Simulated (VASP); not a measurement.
# MoS2 (P6_3/mmc) in VASP: phonons with PBE+D3(BJ)

Aim: the phonons of MoS2 with PBE+D3(BJ).

All numbers are computed with VASP 6.6.1; they aren't measurements. Logs are shortened: lines on timing, memory, paths and dates and some standing lists are left out, and cuts for length are marked.

**1. The cell of the first run**

Symmetry: P6_3/mmc, No. 194, hexagonal system. The conventional cell has a = 3.149 Å, b = 3.149 Å, c = 12.090 Å, α = 90.00°, β = 90.00°, γ = 120.00°. Within 3.2 Å of Mo (site symmetry -6m2) lie 6 S at 2.40 Å and 6 Mo at 3.15 Å. S (site symmetry 3m) has 3 Mo at 2.40 Å and 7 S at 3.13 to 3.15 Å within 3.2 Å.

**2. Phonons, PBE+D3(BJ)**

Input file INCAR:

```
  PREC = Accurate
  ENCUT = 520
  EDIFF = 1E-8
  ISMEAR = 0
  SIGMA = 0.01
  LREAL = False
  LASPH = True
  NELM = 80
  ALGO = Normal
  ISIF = 2
  LWAVE = False
  LCHARG = False
  GGA = PE
  IVDW = 12
  IBRION = 6
  NFREE = 2
  POTIM = 0.015
  NSW = 1
```

Input file KPOINTS:

```
regular mesh
0
Gamma
  8 8 2
```

Input file POSCAR:

```
MoS2
1.0
    3.1491947499      0.0000000000      0.0000000000
   -1.5745973749      2.7272826549      0.0000000000
    0.0000000000      0.0000000000     12.0897450277
Mo S
2 4
Direct
    0.3333333333      0.6666666667      0.2500000000
    0.6666666667      0.3333333333      0.7500000000
    0.3333333333      0.6666666667      0.6204789569
    0.6666666667      0.3333333333      0.1204789569
    0.3333333333      0.6666666667      0.8795210431
    0.6666666667      0.3333333333      0.3795210431
```

Potentials or basis: VASP PAW PBE potentials, release 64 (Mo_sv, S).

The run is started by

```sh
> cat potpaw_PBE.64/Mo_sv/POTCAR potpaw_PBE.64/S/POTCAR > POTCAR
> mpirun -np 1 vasp_std > vasp.out
```

OUTCAR:

```text
PREC = Accurate
   ENCUT = 520
   EDIFF = 1E-8
   ISMEAR = 0
   LREAL = False
   LASPH = True
   NELM = 80
   ISIF = 2
   GGA = PE
   IVDW = 12
   IBRION = 6
   NFREE = 2
   POTIM = 0.015
   NSW = 1
 IVDW          = 12

 ion  position               nearest neighbor table
   1  0.333  0.667  0.250-   4 2.40   6 2.40   4 2.40   6 2.40   4 2.40   6 2.40
   2  0.667  0.333  0.750-   3 2.40   5 2.40   3 2.40   5 2.40   3 2.40   5 2.40
   3  0.333  0.667  0.620-   2 2.40   2 2.40   2 2.40
   4  0.667  0.333  0.120-   1 2.40   1 2.40   1 2.40
   5  0.333  0.667  0.880-   2 2.40   2 2.40   2 2.40
   6  0.667  0.333  0.380-   1 2.40   1 2.40   1 2.40

  LATTYP: Found a hexagonal cell.
 ALAT       =     3.1491947499
 C/A-ratio  =     3.8389956760

  Lattice vectors:

 A1 = (   3.1491947499,   0.0000000000,   0.0000000000)
 A2 = (  -1.5745973749,   2.7272826549,   0.0000000000)
 A3 = (   0.0000000000,   0.0000000000,  12.0897450277)

Analysis of symmetry for initial positions (statically):
=====================================================================
 Subroutine PRICEL returns:
 Original cell was already a primitive cell.

 Routine SETGRP: Setting up the symmetry group for a
 hexagonal supercell.

 Subroutine GETGRP returns: Found 24 space group operations
 (whereof 12 operations were pure point group operations)
 out of a pool of 24 trial point group operations.

The static configuration has the point symmetry D_3d.
 The point group associated with its full space group is D_6h.

Analysis of symmetry for dynamics (positions and initial velocities):
=====================================================================
 Subroutine PRICEL returns:
 Original cell was already a primitive cell.

 Routine SETGRP: Setting up the symmetry group for a
 hexagonal supercell.

 Subroutine GETGRP returns: Found 24 space group operations
 (whereof 12 operations were pure point group operations)
 out of a pool of 24 trial point group operations.

The dynamic configuration has the point symmetry D_3d.
 The point group associated with its full space group is D_6h.

 Subroutine INISYM returns: Found 24 space group operations
 (whereof 12 operations are pure point group operations),
 and found     1 'primitive' translations

----------------------------------------------------------------------------------------

                                     Primitive cell

  volume of cell :     103.8357

  direct lattice vectors                    reciprocal lattice vectors
     3.149194750  0.000000000  0.000000000     0.317541492  0.183332666  0.000000000
    -1.574597375  2.727282655  0.000000000     0.000000000  0.366665332  0.000000000
     0.000000000  0.000000000 12.089745028     0.000000000  0.000000000  0.082714730

  length of vectors
     3.149194750  3.149194750 12.089745028     0.366665332  0.366665332  0.082714730

  position of ions in fractional coordinates (direct lattice)
     0.333333333  0.666666667  0.250000000
     0.666666667  0.333333333  0.750000000
     0.333333333  0.666666667  0.620478957
     0.666666667  0.333333333  0.120478957
     0.333333333  0.666666667  0.879521043
     0.666666667  0.333333333  0.379521043

  ion indices of the primitive-cell ions
   primitive index   ion index
                 1           1
                 2           2
                 3           3
                 4           4
                 5           5
                 6           6

[... 24 lines left out ...]
 Found     20 irreducible k-points:

 Following reciprocal coordinates:
            Coordinates               Weight
  0.000000  0.000000  0.000000      1.000000
  0.125000  0.000000  0.000000      6.000000
  0.250000  0.000000  0.000000      6.000000
  0.375000  0.000000  0.000000      6.000000
  0.500000  0.000000  0.000000      3.000000
  0.125000  0.125000  0.000000      6.000000
[... 12 lines left out ...]
  0.250000  0.250000  0.500000      6.000000
  0.375000  0.250000  0.500000      6.000000
   k-points           NKPTS =     20   k-points in BZ     NKDIM =     20   number of bands    NBANDS=     31
   number of dos      NEDOS =    301   number of ions     NIONS =      6
   total plane-waves  NPLWV =  51840
   dimension x,y,z NGX =    24 NGY =   24 NGZ =   90
   dimension x,y,z NGXF=    48 NGYF=   48 NGZF=  180
   ions per type =               2   4
   NGX,Y,Z   is equivalent  to a cutoff of  12.67, 12.67, 12.38 a.u.
   NGXF,Y,Z  is equivalent  to a cutoff of  25.34, 25.34, 24.75 a.u.
 SYSTEM =  unknown system
   PREC   = accura    normal or accurate (medium, high low for compatibility)
   ISTART =      0    job   : 0-new  1-cont  2-samecut
   ICHARG =      2    charge: 1-file 2-atom 10-const
   ISPIN  =      1    spin polarized calculation?
   LNONCOLLINEAR =      F non collinear calculations
   LSORBIT =      F    spin-orbit coupling
   LASPH  =      T    aspherical Exc in radial PAW
   ENCUT  =  520.0 eV  38.22 Ry    6.18 a.u.   5.86  5.86 22.48*2*pi/ulx,y,z
   NELM   =     80;   NELMIN=  2; NELMDL= -5     # of ELM steps
   EDIFF  = 0.1E-07   stopping-criterion for ELM
   LREAL  =      F    real-space projection
   EDIFFG = 0.1E-06   stopping-criterion for IOM
   NSW    =    109    number of steps for IOM
   IBRION =      6    ionic relax: 0-MD 1-quasi-New 2-CG
   NFREE  =      2    steps in history (QN), initial steepest desc. (CG)
   ISIF   =      2    stress and relaxation
   ISYM   =      2    0-nonsym 1-usesym 2-fastsym
   POTIM  = 0.0150    time-step for ionic-motion
   TEBEG  =    0.0;   TEEND  =   0.0 temperature during run
   PSTRESS=    0.0 pullay stress
   NELECT =      52.0000    total number of electrons
   NUPDOWN=      -1.0000    fix difference up-down
   EMIN   =  10.00;   EMAX   =-10.00  energy-range for DOS
   EFERMI =   0.00;   METHOD = LEGACY
   ISMEAR =     0;   SIGMA  =   0.01  broadening in eV -4-tet -1-fermi 0-gaus
   EFERMI_NEDOS =   21; number of points for ismear=-14 and -15
   IALGO  =     38    algorithm
   IMIX   =      4    mixing-type and parameters
     AMIX     =   0.40;   BMIX     =  1.00
     AMIX_MAG =   1.60;   BMIX_MAG =  1.00
  volume/ion in A,a.u.               =      17.31       116.79
  Fermi-wavevector in a.u.,A,eV,Ry     =   1.300051  2.456740 22.995645  1.690132
  Thomas-Fermi vector in A             =   2.431275
   LORBIT       =      0    0 simple, 1 ext, 2 COOP (PROOUT), +10 PAW based schemes
   GGA     = PE    functional components
   LHFCALC =     F    Hartree Fock is set to
   AEXX    =    0.0000 exact exchange contribution
   IVDW    =    12    specifies the selected vdW correction
   LEPSILON=     F    determine dielectric tensor
   LRPA    =     F    only Hartree local field effects (RPA)
 finite differences with symmetry
 non-spin polarized calculation
 Gauss-broadening in eV      SIGMA  =   0.01
  energy-cutoff  :      520.00
  volume of cell :      103.84
 maximum number of plane-waves:      2820
 NGX is ok and might be reduce to    24
   NGX = 11   NGY = 11   NGZ = 45

--------------------------------------- Ionic step        1  -------------------------------------------

 number of electron      52.0000003 magnetization

 Free energy of the ion-electron system (eV)
  ---------------------------------------------------
  ext. energy  EPLUGINS =         0.00000000
  ---------------------------------------------------
  free energy    TOTEN  =       -43.54439207 eV

  energy without entropy =      -43.54439207  energy(sigma->0) =      -43.54439207

------------------------ aborting loop because EDIFF is reached ----------------------------------------

 Edisp (eV)   -2.62536

 E8    (eV) :    -1.0586
[... 343 lines left out ...]
--------------------------------------- Ionic step        9  -------------------------------------------

 number of electron      52.0000003 magnetization

 Free energy of the ion-electron system (eV)
  ---------------------------------------------------
  ext. energy  EPLUGINS =         0.00000000
  ---------------------------------------------------
  free energy    TOTEN  =       -43.54214964 eV

  energy without entropy =      -43.54214964  energy(sigma->0) =      -43.54214964

 E-fermi :   8.0547     XC(G=0): -11.0198

 val. band max:        7.9392988415   @ k =   0.0000   0.0000   0.0000
 cond. band min:       8.8361609684   @ k =   0.2500   0.1250   0.0000
 fundamental gap:      0.8968621269
 Fermi energy:         8.0546619332

 k-point     1 :       0.0000    0.0000    0.0000
  band No.  band energies     occupation
      1     -53.5928      2.00000
      2     -53.5889      2.00000
      3     -27.7565      2.00000
      4     -27.7502      2.00000
      5     -27.5150      2.00000
      6     -27.5150      2.00000
[... 706 lines left out ...]
  FREE ENERGIE OF THE ION-ELECTRON SYSTEM (eV)
  ---------------------------------------------------
  free  energy   TOTEN  =       -46.1675964117 eV

  energy  without entropy=      -46.1675964117  energy(sigma->0) =      -46.16759641

 INTERNAL STRAIN TENSORS FROM DISPLACED ATOMS
 ============================================

 INTERNAL STRAIN TENSOR FOR ION    1 for displacements in x,y,z  (eV/Angst):
          X           Y           Z          XY          YZ          ZX
  --------------------------------------------------------------------------------
  x    -0.00000     0.00000     0.00000    -6.54853     0.00000     0.00000
  y    -6.54853     6.54853    -0.00000     0.00000     0.00000     0.00000
  z     0.00000    -0.00000    -0.00000     0.00000     0.00000    -0.00000

 INTERNAL STRAIN TENSOR FOR ION    6 for displacements in x,y,z  (eV/Angst):
          X           Y           Z          XY          YZ          ZX
  --------------------------------------------------------------------------------
  x     0.00000    -0.00000    -0.00000     3.41042    -0.00000   -14.04108
  y     3.41042    -3.41042    -0.00000    -0.00000   -14.04108    -0.00000
  z   -10.05611   -10.05611   -27.95223    -0.00000     0.00000    -0.00000

 Eigenvectors and eigenvalues of the dynamical matrix
 ----------------------------------------------------

   1 f  =   14.049083 THz    88.272992 2PiTHz  468.626968 cm-1    58.102313 meV
             X         Y         Z           dx          dy          dz
     -0.000000  1.818188  3.022436     0.000000   -0.000000   -0.439301
      1.574597  0.909094  9.067309    -0.000000   -0.000000    0.439301
     -0.000000  1.818188  7.501432     0.000000    0.000000   -0.391800
      1.574597  0.909094  1.456560    -0.000000   -0.000000    0.391800
     -0.000000  1.818188 10.633185     0.000000    0.000000   -0.391800
      1.574597  0.909094  4.588313    -0.000000    0.000000    0.391800
[... 145 lines left out ...]
  18 f/i=    0.000937 THz     0.005885 2PiTHz    0.031241 cm-1     0.003873 meV
             X         Y         Z           dx          dy          dz
     -0.000000  1.818188  3.022436    -0.416327   -0.355513    0.000000
      1.574597  0.909094  9.067309    -0.416327   -0.355513    0.000000
     -0.000000  1.818188  7.501432    -0.240649   -0.205497    0.000000
      1.574597  0.909094  1.456560    -0.240649   -0.205497    0.000000
     -0.000000  1.818188 10.633185    -0.240649   -0.205497    0.000000
      1.574597  0.909094  4.588313    -0.240649   -0.205497    0.000000

 ELASTIC MODULI CONTR FROM IONIC RELAXATION (kBar)
 Direction    XX          YY          ZZ          XY          YZ          ZX
 --------------------------------------------------------------------------------
 XX        -385.5974   -244.8889   -876.2580     -0.0000     -0.0000     -0.0000
 YY        -244.8889   -385.5974   -876.2580     -0.0000     -0.0000      0.0000
 ZZ        -876.2580   -876.2580  -2435.6695     -0.0000     -0.0000      0.0000
 XY          -0.0000     -0.0000     -0.0000    -70.3542      0.0000     -0.0000
 YZ           0.0000     -0.0000     -0.0000     -0.0000  -1279.2476     -0.0000
 ZX          -0.0000      0.0000      0.0000     -0.0000     -0.0000  -1279.2468
 --------------------------------------------------------------------------------
```

Run time: 13 min. Hardware: 1 thread of AMD EPYC 9R14 (Zen 4), shared host; peak memory 0.41 GiB.

Results:

```yaml
Highest_phonon_frequency_at_Γ_LO-TO_splitting_left_out: 469 cm⁻¹
Dispersion_energy_per_atom: -0.438 eV
```

Phonon frequencies in cm⁻¹ (negative: imaginary):
```tsv
q point	frequencies
(0.000, 0.000, 0.000)	0 0 0 36 36 63 281 281 284 284 379 379 380 380 401 410 463 469
```
